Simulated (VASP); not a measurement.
# Ba2AgO2 (Ibam) in VASP: single point with PBE

Aim: the single point of Ba2AgO2 with PBE.

Program: VASP 6.6.1. These are calculated values, not measurements. Logs are shortened: lines on timing, memory, paths and dates and some standing lists are left out, and cuts for length are marked.

### 1 The cell of the first run

The structure is orthorhombic, space group Ibam (No. 72). Conventional cell: a = 6.417 Å, b = 12.628 Å, c = 6.249 Å, α = 90.00°, β = 90.00°, γ = 90.00°. Ba (site symmetry m) has 2 Ag at 2.99 Å and 6 O at 3.16 to 3.25 Å within 3.9 Å. O (site symmetry m) has 2 Ag at 2.52 Å and 6 Ba at 3.16 to 3.25 Å within 3.3 Å. Ag (site symmetry 222) has 4 O at 2.52 Å and 4 Ba at 2.99 Å and 2 Ag at 3.12 Å within 3.3 Å.

### 2 Single point, PBE

File INCAR:

```
SYSTEM = Ba2AgO2
PREC = Accurate
ENCUT = 520
EDIFF = 1E-6
ISMEAR = -1
SIGMA = 0.1
LREAL = .FALSE.
LASPH = .TRUE.
NELM = 80
ALGO = Normal
ISIF = 2
LWAVE = .FALSE.
LCHARG = .FALSE.
GGA = PE
NBANDS = 54
```

File KPOINTS:

```
Automatic mesh
0
G
  6 6 6
  0 0 0
```

File POSCAR:

```
Ba2AgO2
1.0
    0.0000000000      0.0000000000      6.2489610000
    6.3137510000     -3.2086640000      3.1244800000
    6.3137510000      3.2086640000     -3.1244800000
Ba O Ag
4 4 2
Direct
    0.2932700000      0.0708600000      0.6574000000
    0.7067300000      0.9291400000      0.3426000000
    0.2067300000      0.6574000000      0.0708600000
    0.7932700000      0.3426000000      0.9291400000
    0.2887100000      0.8250200000      0.4024400000
    0.7112900000      0.1749800000      0.5975600000
    0.2112900000      0.4024400000      0.8250200000
    0.7887100000      0.5975600000      0.1749800000
    0.2500000000      0.5000000000      0.5000000000
    0.7500000000      0.5000000000      0.5000000000
```

Potentials or basis: VASP PAW PBE potentials, release 64 (Ba_sv, O, Ag).

Command:

```bash
cat potpaw_PBE.64/Ba_sv/POTCAR potpaw_PBE.64/O/POTCAR potpaw_PBE.64/Ag/POTCAR > POTCAR
mpirun -np 1 vasp_std > vasp.out
```

OUTCAR:

```text
SYSTEM = Ba2AgO2
   PREC = Accurate
   ENCUT = 520
   EDIFF = 1E-6
   ISMEAR = -1
   LREAL = .FALSE.
   LASPH = .TRUE.
   NELM = 80
   ISIF = 2
   GGA = PE

 ion  position               nearest neighbor table
   1  0.293  0.071  0.657-   9 2.99  10 2.99   5 3.16   6 3.18   6 3.18   8 3.19   7 3.20   8 3.25
                             3 4.10   3 4.10   2 4.29   2 4.29   4 4.31   4 4.31   2 4.34   4 4.64
   2  0.707  0.929  0.343-  10 2.99   9 2.99   6 3.16   5 3.18   5 3.18   7 3.19   8 3.20   7 3.25
                             4 4.10   4 4.10   1 4.29   1 4.29   3 4.31   3 4.31   1 4.34   3 4.64
   3  0.207  0.657  0.071-   9 2.99  10 2.99   7 3.16   8 3.18   8 3.18   6 3.19   5 3.20   6 3.25
                             1 4.10   1 4.10   4 4.29   4 4.29   2 4.31   2 4.31   4 4.34   2 4.64
   4  0.793  0.343  0.929-  10 2.99   9 2.99   8 3.16   7 3.18   7 3.18   5 3.19   6 3.20   5 3.25
                             2 4.10   2 4.10   3 4.29   3 4.29   1 4.31   1 4.31   3 4.34   1 4.64
   5  0.289  0.825  0.402-   9 2.52  10 2.52   1 3.16   2 3.18   2 3.18   4 3.19   3 3.20   4 3.25

   6  0.711  0.175  0.598-  10 2.52   9 2.52   2 3.16   1 3.18   1 3.18   3 3.19   4 3.20   3 3.25

   7  0.211  0.402  0.825-   9 2.52  10 2.52   3 3.16   4 3.18   4 3.18   2 3.19   1 3.20   2 3.25

   8  0.789  0.598  0.175-  10 2.52   9 2.52   4 3.16   3 3.18   3 3.18   1 3.19   2 3.20   1 3.25

   9  0.250  0.500  0.500-   5 2.52   7 2.52   6 2.52   8 2.52   1 2.99   3 2.99   4 2.99   2 2.99
                            10 3.12  10 3.12
  10  0.750  0.500  0.500-   6 2.52   8 2.52   7 2.52   5 2.52   2 2.99   4 2.99   1 2.99   3 2.99
                             9 3.12   9 3.12

  LATTYP: Found a body centered orthorhombic cell.
 ALAT       =     6.2489610000
 B/A-ratio  =     1.0269431990
 C/A-ratio  =     2.0207362472

  Lattice vectors:

 A1 = (  -6.3137510000,  -3.2086640000,   3.1244800000)
 A2 = (  -6.3137510000,   3.2086640000,  -3.1244800000)
 A3 = (   6.3137510000,  -3.2086640000,  -3.1244810000)

Analysis of symmetry for initial positions (statically):
=====================================================================
 Subroutine PRICEL returns:
 Original cell was already a primitive cell.

 Routine SETGRP: Setting up the symmetry group for a
 body centered orthorhombic supercell.

 Subroutine GETGRP returns: Found  8 space group operations
 (whereof  4 operations were pure point group operations)
 out of a pool of  8 trial point group operations.

The static configuration has the point symmetry C_2h.
 The point group associated with its full space group is D_2h.

Analysis of symmetry for dynamics (positions and initial velocities):
=====================================================================
 Subroutine PRICEL returns:
 Original cell was already a primitive cell.

 Routine SETGRP: Setting up the symmetry group for a
 body centered orthorhombic supercell.

 Subroutine GETGRP returns: Found  8 space group operations
 (whereof  4 operations were pure point group operations)
 out of a pool of  8 trial point group operations.

The dynamic configuration has the point symmetry C_2h.
 The point group associated with its full space group is D_2h.

 Subroutine INISYM returns: Found  8 space group operations
 (whereof  4 operations are pure point group operations),
 and found     1 'primitive' translations

----------------------------------------------------------------------------------------

                                     Primitive cell

  volume of cell :     253.1917

  direct lattice vectors                    reciprocal lattice vectors
     0.000000000  0.000000000  6.248961000     0.000000000  0.155828070  0.160026603
     6.313751000 -3.208664000  3.124480000     0.079192227 -0.155828095  0.000000000
     6.313751000  3.208664000 -3.124480000     0.079192227  0.155828095  0.000000000

  length of vectors
     6.248961000  7.740888297  7.740888297     0.223362712  0.174796465  0.174796465

  position of ions in fractional coordinates (direct lattice)
     0.293270000  0.070860000  0.657400000
     0.706730000  0.929140000  0.342600000
     0.206730000  0.657400000  0.070860000
     0.793270000  0.342600000  0.929140000
     0.288710000  0.825020000  0.402440000
     0.711290000  0.174980000  0.597560000
     0.211290000  0.402440000  0.825020000
     0.788710000  0.597560000  0.174980000
     0.250000000  0.500000000  0.500000000
     0.750000000  0.500000000  0.500000000

  ion indices of the primitive-cell ions
   primitive index   ion index
                 1           1
                 2           2
                 3           3
                 4           4
                 5           5
                 6           6
                 7           7
                 8           8
                 9           9
                10          10

----------------------------------------------------------------------------------------

 KPOINTS: Automatic mesh

Automatic generation of k-mesh.
 Grid dimensions read from file:
 generate k-points for:    6    6    6

 Generating k-lattice:

  Cartesian coordinates                     Fractional coordinates (reciprocal lattice)
     0.000000000  0.025971345  0.026671100     0.166666667  0.000000000 -0.000000000
     0.013198704 -0.025971349  0.000000000     0.000000000  0.166666667  0.000000000
     0.013198704  0.025971349  0.000000000     0.000000000  0.000000000  0.166666667

  Length of vectors
     0.037227119  0.029132744  0.029132744

  Shift w.r.t. Gamma in fractional coordinates (k-lattice)
     0.000000000  0.000000000  0.000000000

 Subroutine IBZKPT returns following result:
 ===========================================

 Found     46 irreducible k-points:

 Following reciprocal coordinates:
            Coordinates               Weight
  0.000000  0.000000  0.000000      1.000000
  0.166667  0.000000 -0.000000      4.000000
  0.333333  0.000000 -0.000000      4.000000
  0.500000  0.000000  0.000000      2.000000
  0.000000  0.166667  0.000000      4.000000
  0.166667  0.166667  0.000000      4.000000
[... 16 lines left out ...]
  0.500000  0.166667  0.166667      4.000000
  0.000000  0.333333  0.166667      4.000000
 [... further k-points ...]
   k-points           NKPTS =     46   k-points in BZ     NKDIM =     46   number of bands    NBANDS=     54
   number of dos      NEDOS =    301   number of ions     NIONS =     10
   total plane-waves  NPLWV = 172800
   dimension x,y,z NGX =    48 NGY =   60 NGZ =   60
   dimension x,y,z NGXF=    96 NGYF=  120 NGZF=  120
   ions per type =               4   4   2
   NGX,Y,Z   is equivalent  to a cutoff of  12.77, 12.89, 12.89 a.u.
   NGXF,Y,Z  is equivalent  to a cutoff of  25.54, 25.77, 25.77 a.u.
 SYSTEM =  Ba2AgO2
   PREC   = accura    normal or accurate (medium, high low for compatibility)
   ISTART =      0    job   : 0-new  1-cont  2-samecut
   ICHARG =      2    charge: 1-file 2-atom 10-const
   ISPIN  =      1    spin polarized calculation?
   LNONCOLLINEAR =      F non collinear calculations
   LSORBIT =      F    spin-orbit coupling
   LASPH  =      T    aspherical Exc in radial PAW
   ENCUT  =  520.0 eV  38.22 Ry    6.18 a.u.  11.62 14.39 14.39*2*pi/ulx,y,z
   NELM   =     80;   NELMIN=  2; NELMDL= -5     # of ELM steps
   EDIFF  = 0.1E-05   stopping-criterion for ELM
   LREAL  =      F    real-space projection
   EDIFFG = 0.1E-04   stopping-criterion for IOM
   NSW    =      0    number of steps for IOM
   IBRION =     -1    ionic relax: 0-MD 1-quasi-New 2-CG
   NFREE  =      0    steps in history (QN), initial steepest desc. (CG)
   ISIF   =      2    stress and relaxation
   ISYM   =      2    0-nonsym 1-usesym 2-fastsym
   POTIM  = 0.5000    time-step for ionic-motion
   TEBEG  =    0.0;   TEEND  =   0.0 temperature during run
   PSTRESS=    0.0 pullay stress
   NELECT =      86.0000    total number of electrons
   NUPDOWN=      -1.0000    fix difference up-down
   EMIN   =  10.00;   EMAX   =-10.00  energy-range for DOS
   EFERMI =   0.00;   METHOD = LEGACY
   ISMEAR =    -1;   SIGMA  =   0.10  broadening in eV -4-tet -1-fermi 0-gaus
   EFERMI_NEDOS =   21; number of points for ismear=-14 and -15
   IALGO  =     38    algorithm
   IMIX   =      4    mixing-type and parameters
     AMIX     =   0.40;   BMIX     =  1.00
     AMIX_MAG =   1.60;   BMIX_MAG =  1.00
  volume/ion in A,a.u.               =      25.32       170.86
  Fermi-wavevector in a.u.,A,eV,Ry     =   1.142241  2.158523 17.751724  1.304715
  Thomas-Fermi vector in A             =   2.278940
   LORBIT       =      0    0 simple, 1 ext, 2 COOP (PROOUT), +10 PAW based schemes
   GGA     = PE    functional components
   LHFCALC =     F    Hartree Fock is set to
   AEXX    =    0.0000 exact exchange contribution
   IVDW    =     0    specifies the selected vdW correction
   LEPSILON=     F    determine dielectric tensor
   LRPA    =     F    only Hartree local field effects (RPA)
 non-spin polarized calculation
  energy-cutoff  :      520.00
  volume of cell :      253.19
 maximum number of plane-waves:      6846
 NGX is ok and might be reduce to    48
   NGX = 23   NGY = 29   NGZ = 29

 number of electron      85.9999995 magnetization

 Free energy of the ion-electron system (eV)
  ---------------------------------------------------
  ext. energy  EPLUGINS =         0.00000000
  ---------------------------------------------------
  free energy    TOTEN  =       -43.64828580 eV

  energy without entropy =      -43.49317903  energy(sigma->0) =      -43.57073242

 E-fermi :   4.0785     XC(G=0):  -9.0811

 val. band max:        4.0712414548   @ k =   0.0000   0.3333   0.3333
 cond. band min:       4.0792810161   @ k =   0.3333   0.3333   0.0000
 fundamental gap:      0.0080395614
 Fermi energy:         4.0785059726

 k-point     1 :       0.0000    0.0000    0.0000
  band No.  band energies     occupation
      1     -25.0819      2.00000
      2     -25.0146      2.00000
      3     -25.0050      2.00000
      4     -25.0005      2.00000
      5     -13.3854      2.00000
      6     -13.3825      2.00000
[... 46 lines left out ...]
     53       6.1142      0.00000
     54       6.3724      0.00000
[... 1309 lines left out ...]
     53       6.4462      0.00000
     54       6.5046      0.00000

 [... further k-points ...]

------------------------ aborting loop because EDIFF is reached ----------------------------------------

  FORCE on cell =-STRESS in cart. coord.  units (eV):
  Direction    XX          YY          ZZ          XY          YZ          ZX
  --------------------------------------------------------------------------------------
  -------------------------------------------------------------------------------------
  Total       -5.3486009     -3.7134633     -4.8918272     -0.0000000     -0.0000006      0.0000000
  in kB      -33.8455263    -23.4985040    -30.9550981     -0.0000000     -0.0000037      0.0000000
  external PRESSURE =     -29.4330428 kB  Pullay stress =       0.0000000 kB

 VOLUME and BASIS-vectors are now :
 -----------------------------------------------------------------------------
  energy-cutoff  :      520.00
  volume of cell :      253.19
      direct lattice vectors                 reciprocal lattice vectors
     0.000000000  0.000000000  6.248961000     0.000000000  0.155828070  0.160026603
     6.313751000 -3.208664000  3.124480000     0.079192227 -0.155828095  0.000000000
     6.313751000  3.208664000 -3.124480000     0.079192227  0.155828095  0.000000000

 POSITION                                       TOTAL-FORCE (eV/Angst)
 -----------------------------------------------------------------------------------
      4.59805      1.88201      0.00000        -0.691744      0.521660      0.000000
      8.02945     -1.88201      6.24896         0.691744     -0.521660     -0.000000
      4.59805     -1.88201      3.12448        -0.691744     -0.521660     -0.000000
      8.02945      1.88201      3.12448         0.691744      0.521660      0.000000
      7.74988     -1.35592      3.12448         0.418931     -0.675390     -0.000000
      4.87763      1.35592      3.12448        -0.418931      0.675390      0.000000
      7.74988      1.35592      0.00000         0.418931      0.675390      0.000000
      4.87763     -1.35592      6.24896        -0.418931     -0.675390     -0.000000
      6.31375      0.00000      1.56224        -0.000000      0.000000      0.000000
      6.31375      0.00000      4.68672         0.000000      0.000000      0.000000
 -----------------------------------------------------------------------------------
    total drift:                               -0.000000     -0.000000      0.000000

  FREE ENERGIE OF THE ION-ELECTRON SYSTEM (eV)
  ---------------------------------------------------
  free  energy   TOTEN  =       -43.6482858025 eV

  energy  without entropy=      -43.4931790319  energy(sigma->0) =      -43.57073242
```

Run time: 12 min. Hardware: 1 thread of Intel Xeon Platinum 8488C (Sapphire Rapids), shared host; peak memory 0.75 GiB.

What came out:

| Item | Value |
| --- | --- |
| Free energy | -43.6483 eV |
| Pressure | -2.9 GPa |
| Largest force | 0.866 eV/Å |
| Band gap on the k mesh | zero (bands 43 and 44 overlap by 0.98 eV) |

Forces in eV/Å, atoms in the order of the input:
```
Ba  -0.692  0.522  0.000
Ba   0.692 -0.522  0.000
Ba  -0.692 -0.522  0.000
Ba   0.692  0.522  0.000
O    0.419 -0.675  0.000
O   -0.419  0.675  0.000
O    0.419  0.675  0.000
O   -0.419 -0.675  0.000
Ag   0.000  0.000  0.000
Ag   0.000  0.000  0.000
```

Stress tensor (GPa, compression positive):
```
-3.38  0.00  0.00
 0.00 -2.35  0.00
 0.00  0.00 -3.10
```

Caveat: spin-orbit coupling is left out, which moves the levels of the heavy elements.
